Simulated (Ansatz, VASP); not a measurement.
# One calculation of Ca, two programs

```
Ca
1.0
     1.87227   -1.08096    6.11397
     0.00000    2.16191    6.11397
    -1.87227   -1.08096    6.11397
Ca
2
Direct
  0.25000 0.25000 0.25000
  0.75000 0.75000 0.75000
```

Change from the starting cell: volume scaled by 0.88, LAPW.

Alike in both runs: task single point; functional PBE; k mesh 9 × 9 × 9; occupations fermi-dirac, width 0.1 eV; no spin polarisation.

|  | VASP | Ansatz |
| --- | --- | --- |
| version | VASP 6.6.1 | Ansatz 0.2.0 |
| potentials or method | VASP PAW PBE potentials, release 64 (Ca_sv), cutoff 520 eV | all-electron LAPW, scalar-relativistic |

```tsv
	VASP	Ansatz	Ansatz less VASP
pressure (GPa)	2.8	2.8	-0.02
```

Ansatz ran all-electron here, and VASP with PAW potentials.
